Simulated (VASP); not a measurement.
# BN (F-43m) in VASP: further runs

The runs below take BN through single point, with PBE.

All numbers are computed with VASP 6.6.1; they aren't measurements. Logs are shortened: lines on timing, memory, paths and dates and some standing lists are left out, and cuts for length are marked.

## Step 1: The cell of the first run

The structure is cubic, space group F-43m (No. 216). Conventional cell: a = 3.603 Å, b = 3.603 Å, c = 3.603 Å, α = 90.00°, β = 90.00°, γ = 90.00°. B (site symmetry -43m) has 4 N at 1.56 Å within 2.1 Å. N (site symmetry -43m) has 4 B at 1.56 Å within 2.1 Å.

## Step 2: Single point, PBE

File INCAR:

```
ALGO = Normal
EDIFF = 1E-6
ENCUT = 600
GGA = PE
GGA_COMPAT = F
ISIF = 2
ISMEAR = 0
LASPH = T
LCHARG = T
LELF = T
LREAL = F
LVHAR = T
LWAVE = F
NBANDS = 11
NELM = 120
PREC = Accurate
SIGMA = 0.01
```

File KPOINTS:

```
k-points
0
Gamma
  12 12 12
```

File POSCAR:

```
BN
1.0
    0.0000000000      1.8016250000      1.8016250000
    1.8016250000      0.0000000000      1.8016250000
    1.8016250000      1.8016250000      0.0000000000
B N
1 1
Direct
    0.0000000000      0.0000000000      0.0000000000
    0.2500000000      0.2500000000      0.2500000000
```

Potentials or basis: VASP PAW PBE potentials, release 64 (B, N).

On the command line:

```sh
$ cat potpaw_PBE.64/B/POTCAR potpaw_PBE.64/N/POTCAR > POTCAR
$ mpirun -np 1 vasp_std > vasp.out
```

OUTCAR:

```text
EDIFF = 1E-6
   ENCUT = 600
   GGA = PE
   ISIF = 2
   ISMEAR = 0
   LASPH = T
   LREAL = F
   NELM = 120
   PREC = Accurate

 ion  position               nearest neighbor table
   1  0.000  0.000  0.000-   2 1.56   2 1.56   2 1.56   2 1.56
   2  0.250  0.250  0.250-   1 1.56   1 1.56   1 1.56   1 1.56

  LATTYP: Found a face centered cubic cell.
 ALAT       =     3.6032500000

  Lattice vectors:

 A1 = (   0.0000000000,   1.8016250000,   1.8016250000)
 A2 = (   1.8016250000,   0.0000000000,   1.8016250000)
 A3 = (   1.8016250000,   1.8016250000,   0.0000000000)

Analysis of symmetry for initial positions (statically):
=====================================================================
 Subroutine PRICEL returns:
 Original cell was already a primitive cell.

 Routine SETGRP: Setting up the symmetry group for a
 face centered cubic supercell.

 Subroutine GETGRP returns: Found 24 space group operations
 (whereof 24 operations were pure point group operations)
 out of a pool of 48 trial point group operations.

The static configuration has the point symmetry T_d .

Analysis of symmetry for dynamics (positions and initial velocities):
=====================================================================
 Subroutine PRICEL returns:
 Original cell was already a primitive cell.

 Routine SETGRP: Setting up the symmetry group for a
 face centered cubic supercell.

 Subroutine GETGRP returns: Found 24 space group operations
 (whereof 24 operations were pure point group operations)
 out of a pool of 48 trial point group operations.

The dynamic configuration has the point symmetry T_d .

 Subroutine INISYM returns: Found 24 space group operations
 (whereof 24 operations are pure point group operations),
 and found     1 'primitive' translations

----------------------------------------------------------------------------------------

                                     Primitive cell

  volume of cell :      11.6956

  direct lattice vectors                    reciprocal lattice vectors
     0.000000000  1.801625000  1.801625000    -0.277527232  0.277527232  0.277527232
     1.801625000  0.000000000  1.801625000     0.277527232 -0.277527232  0.277527232
     1.801625000  1.801625000  0.000000000     0.277527232  0.277527232 -0.277527232

  length of vectors
     2.547882509  2.547882509  2.547882509     0.480691267  0.480691267  0.480691267

  position of ions in fractional coordinates (direct lattice)
     0.000000000  0.000000000  0.000000000
     0.250000000  0.250000000  0.250000000

  ion indices of the primitive-cell ions
   primitive index   ion index
                 1           1
                 2           2

----------------------------------------------------------------------------------------

 KPOINTS: k-points

Automatic generation of k-mesh.
 Grid dimensions read from file:
 generate k-points for:   12   12   12

 Generating k-lattice:

  Cartesian coordinates                     Fractional coordinates (reciprocal lattice)
    -0.023127269  0.023127269  0.023127269     0.083333333  0.000000000  0.000000000
     0.023127269 -0.023127269  0.023127269     0.000000000  0.083333333  0.000000000
     0.023127269  0.023127269 -0.023127269     0.000000000  0.000000000  0.083333333

  Length of vectors
     0.040057606  0.040057606  0.040057606

  Shift w.r.t. Gamma in fractional coordinates (k-lattice)
     0.000000000  0.000000000  0.000000000

 Subroutine IBZKPT returns following result:
 ===========================================

 Found     72 irreducible k-points:

 Following reciprocal coordinates:
            Coordinates               Weight
  0.000000  0.000000  0.000000      1.000000
  0.083333  0.000000  0.000000      8.000000
  0.166667  0.000000  0.000000      8.000000
  0.250000  0.000000  0.000000      8.000000
  0.333333  0.000000  0.000000      8.000000
  0.416667  0.000000  0.000000      8.000000
[... 16 lines left out ...]
  0.500000  0.166667  0.000000     24.000000
 -0.416667  0.166667  0.000000     24.000000
 [... further k-points ...]
   k-points           NKPTS =     72   k-points in BZ     NKDIM =     72   number of bands    NBANDS=     11
   number of dos      NEDOS =    301   number of ions     NIONS =      2
   total plane-waves  NPLWV =   8000
   dimension x,y,z NGX =    20 NGY =   20 NGZ =   20
   dimension x,y,z NGXF=    40 NGYF=   40 NGZF=   40
   ions per type =               1   1
   NGX,Y,Z   is equivalent  to a cutoff of  13.05, 13.05, 13.05 a.u.
   NGXF,Y,Z  is equivalent  to a cutoff of  26.10, 26.10, 26.10 a.u.
 SYSTEM =  unknown system
   PREC   = accura    normal or accurate (medium, high low for compatibility)
   ISTART =      0    job   : 0-new  1-cont  2-samecut
   ICHARG =      2    charge: 1-file 2-atom 10-const
   ISPIN  =      1    spin polarized calculation?
   LNONCOLLINEAR =      F non collinear calculations
   LSORBIT =      F    spin-orbit coupling
   LASPH  =      T    aspherical Exc in radial PAW
   ENCUT  =  600.0 eV  44.10 Ry    6.64 a.u.   5.09  5.09  5.09*2*pi/ulx,y,z
   NELM   =    120;   NELMIN=  2; NELMDL= -5     # of ELM steps
   EDIFF  = 0.1E-05   stopping-criterion for ELM
   LREAL  =      F    real-space projection
   EDIFFG = 0.1E-04   stopping-criterion for IOM
   NSW    =      0    number of steps for IOM
   IBRION =     -1    ionic relax: 0-MD 1-quasi-New 2-CG
   NFREE  =      0    steps in history (QN), initial steepest desc. (CG)
   ISIF   =      2    stress and relaxation
   ISYM   =      2    0-nonsym 1-usesym 2-fastsym
   POTIM  = 0.5000    time-step for ionic-motion
   TEBEG  =    0.0;   TEEND  =   0.0 temperature during run
   PSTRESS=    0.0 pullay stress
   NELECT =       8.0000    total number of electrons
   NUPDOWN=      -1.0000    fix difference up-down
   EMIN   =  10.00;   EMAX   =-10.00  energy-range for DOS
   EFERMI =   0.00;   METHOD = LEGACY
   ISMEAR =     0;   SIGMA  =   0.01  broadening in eV -4-tet -1-fermi 0-gaus
   EFERMI_NEDOS =   21; number of points for ismear=-14 and -15
   IALGO  =     38    algorithm
   IMIX   =      4    mixing-type and parameters
     AMIX     =   0.40;   BMIX     =  1.00
     AMIX_MAG =   1.60;   BMIX_MAG =  1.00
  volume/ion in A,a.u.               =       5.85        39.46
  Fermi-wavevector in a.u.,A,eV,Ry     =   1.442438  2.725812 28.308646  2.080627
  Thomas-Fermi vector in A             =   2.560958
   LORBIT       =      0    0 simple, 1 ext, 2 COOP (PROOUT), +10 PAW based schemes
   GGA     = PE    functional components
   LHFCALC =     F    Hartree Fock is set to
   AEXX    =    0.0000 exact exchange contribution
   IVDW    =     0    specifies the selected vdW correction
   LEPSILON=     F    determine dielectric tensor
   LRPA    =     F    only Hartree local field effects (RPA)
 non-spin polarized calculation
 Gauss-broadening in eV      SIGMA  =   0.01
  energy-cutoff  :      600.00
  volume of cell :       11.70
 maximum number of plane-waves:       399
   NGX = 11   NGY = 11   NGZ = 11

 number of electron       7.9999999 magnetization

 Free energy of the ion-electron system (eV)
  ---------------------------------------------------
  ext. energy  EPLUGINS =         0.00000000
  ---------------------------------------------------
  free energy    TOTEN  =       -17.44954476 eV

  energy without entropy =      -17.44954476  energy(sigma->0) =      -17.44954476

 E-fermi :   7.6244     XC(G=0): -12.8705

 val. band max:        7.5235293480   @ k =   0.0000   0.0000   0.0000
 cond. band min:      11.9930315289   @ k =   0.5000   0.5000   0.0000
 fundamental gap:      4.4695021809
 Fermi energy:         7.6243962028

 k-point     1 :       0.0000    0.0000    0.0000
  band No.  band energies     occupation
      1     -12.8189      2.00000
      2       7.5235      2.00000
      3       7.5235      2.00000
      4       7.5235      2.00000
      5      16.3898      0.00000
      6      16.3898      0.00000
      7      16.3898      0.00000
      8      18.0328      0.00000
      9      32.4599      0.00000
     10      35.4096      0.00000
     11      35.4096      0.00000

 k-point     2 :       0.0833    0.0000    0.0000
  band No.  band energies     occupation
      1     -12.6486      2.00000
      2       6.6053      2.00000
      3       7.3408      2.00000
      4       7.3408      2.00000
      5      16.6142      0.00000
      6      16.6670      0.00000
      7      16.6670      0.00000
      8      18.5869      0.00000
      9      32.2339      0.00000
     10      33.1834      0.00000
     11      33.1834      0.00000

 k-point     3 :       0.1667    0.0000    0.0000
  band No.  band energies     occupation
      1     -12.1438      2.00000
      2       4.4911      2.00000
      3       6.8966      2.00000
      4       6.8966      2.00000
      5      16.9530      0.00000
      6      17.3102      0.00000
      7      17.3102      0.00000
      8      19.9021      0.00000
      9      31.6173      0.00000
     10      31.6173      0.00000
     11      31.6500      0.00000

 k-point     4 :       0.2500    0.0000    0.0000
  band No.  band energies     occupation
      1     -11.3279      2.00000
      2       2.0064      2.00000
      3       6.3841      2.00000
      4       6.3841      2.00000
      5      17.2727      0.00000
      6      17.9224      0.00000
      7      17.9224      0.00000
      8      21.2239      0.00000
      9      31.0964      0.00000
     10      31.2149      0.00000
     11      31.2149      0.00000
[... 239 lines left out ...]
 k-point    22 :       0.4167    0.1667    0.0000
  band No.  band energies     occupation
      1      -9.3582      2.00000
      2      -0.7115      2.00000
      3       4.3653      2.00000
      4       4.5384      2.00000
      5      16.0779      0.00000
      6      20.0570      0.00000
      7      20.4899      0.00000
      8      21.3918      0.00000
      9      28.0345      0.00000
     10      33.9412      0.00000
     11      36.0826      0.00000

 k-point    23 :       0.5000    0.1667    0.0000
  band No.  band energies     occupation
      1      -8.3775      2.00000
      2      -2.2857      2.00000
      3       3.7739      2.00000
      4       4.6123      2.00000
      5      16.4319      0.00000
      6      19.9968      0.00000
      7      20.2403      0.00000
      8      22.7125      0.00000
      9      28.4099      0.00000
     10      34.1250      0.00000
     11      35.2862      0.00000

 k-point    24 :      -0.4167    0.1667    0.0000
  band No.  band energies     occupation
      1      -8.1890      2.00000
      2      -2.5584      2.00000
      3       3.3676      2.00000
      4       4.9308      2.00000
      5      16.8865      0.00000
      6      19.8401      0.00000
      7      19.8523      0.00000
      8      23.3412      0.00000
      9      28.6986      0.00000
     10      32.9951      0.00000
     11      34.4002      0.00000

 [... further k-points ...]
[... 5 lines left out ...]
  --------------------------------------------------------------------------------------
  -------------------------------------------------------------------------------------
  Total        0.5001115      0.5001115      0.5001115     -0.0000000     -0.0000000     -0.0000000
  in kB       68.5100362     68.5100362     68.5100362     -0.0000000     -0.0000000     -0.0000000
  external PRESSURE =      68.5100362 kB  Pullay stress =       0.0000000 kB

 VOLUME and BASIS-vectors are now :
 -----------------------------------------------------------------------------
  energy-cutoff  :      600.00
  volume of cell :       11.70
      direct lattice vectors                 reciprocal lattice vectors
     0.000000000  1.801625000  1.801625000    -0.277527232  0.277527232  0.277527232
     1.801625000  0.000000000  1.801625000     0.277527232 -0.277527232  0.277527232
     1.801625000  1.801625000  0.000000000     0.277527232  0.277527232 -0.277527232

 POSITION                                       TOTAL-FORCE (eV/Angst)
 -----------------------------------------------------------------------------------
      0.00000      0.00000      0.00000        -0.000000     -0.000000     -0.000000
      0.90081      0.90081      0.90081         0.000000      0.000000      0.000000
 -----------------------------------------------------------------------------------
    total drift:                                0.000000      0.000000      0.000000

  FREE ENERGIE OF THE ION-ELECTRON SYSTEM (eV)
  ---------------------------------------------------
  free  energy   TOTEN  =       -17.4495447551 eV

  energy  without entropy=      -17.4495447551  energy(sigma->0) =      -17.44954476
```

Run time: 5.3 s. Hardware: 1 thread of Intel Xeon 6975P-C (Granite Rapids), shared host; peak memory 0.12 GiB.

What came out:

```
Free energy            : -17.4495 eV
Pressure               : 6.9 GPa
Band gap on the k mesh : 4.47 eV, indirect (least direct gap 8.87 eV)
```

A k mesh can miss the band edges.

## Step 3: Single point, PBE

This run uses another cell than the first one, of 5.76 Å³/atom, 0.985 times its volume.

File INCAR:

```
SYSTEM = BN
ALGO     = Normal         ! electronic algorithm
EDIFF    = 1E-6           ! SCF threshold, eV
ENCUT    = 600            ! plane-wave cutoff, eV
GGA      = PE             ! functional
GGA_COMPAT= .FALSE.      
ISIF     = 2              ! what is computed and relaxed
ISMEAR   = 0              ! smearing method
LASPH    = .TRUE.         ! aspherical terms in the spheres
LCHARG   = .FALSE.        ! write CHGCAR
LREAL    = .FALSE.        ! projectors in reciprocal space
LWAVE    = .FALSE.        ! write WAVECAR
NBANDS   = 11             ! bands
NELM     = 120            ! most SCF steps
PREC     = Accurate       ! precision mode
SIGMA    = 0.01           ! smearing width, eV
```

File KPOINTS:

```
k-points
0
G
  12 12 12
  0 0 0
```

File POSCAR:

```
BN
1.0
    0.0000000000      1.7925625000      1.7925625000
    1.7925625000      0.0000000000      1.7925625000
    1.7925625000      1.7925625000      0.0000000000
B N
1 1
Direct
    0.0000000000      0.0000000000      0.0000000000
    0.2500000000      0.2500000000      0.2500000000
```

Potentials or basis: VASP PAW PBE potentials, release 64 (B, N).

On the command line:

```sh
$ cat potpaw_PBE.64/B/POTCAR potpaw_PBE.64/N/POTCAR > POTCAR
$ mpirun -np 1 vasp_std > vasp.out
```

Wall time 5.1 s (1 thread of Intel Xeon 6975P-C (Granite Rapids), shared host); peak memory 0.12 GiB.

It converged, with:

```yaml
Free_energy: -17.4382 eV
Pressure: 13.1 GPa
Band_gap_on_the_k_mesh: 4.49 eV, indirect (least direct gap 8.94 eV)
```

Levels at points of the mesh, in eV from the valence-band top:
| k point | band 2 | band 3 | band 4 | band 5 | band 6 | band 7 |
| --- | --- | --- | --- | --- | --- | --- |
| (0.00, 0.00, 0.00) | 0.00 | 0.00 | 0.00 | 8.94 | 8.94 | 8.94 |
| (0.50, 0.00, 0.00) | -10.92 | -1.99 | -1.99 | 10.47 | 10.84 | 10.84 |
| (0.50, 0.50, 0.00) | -9.08 | -5.03 | -5.03 | 4.49 | 9.37 | 18.30 |

A k mesh can miss the band edges.
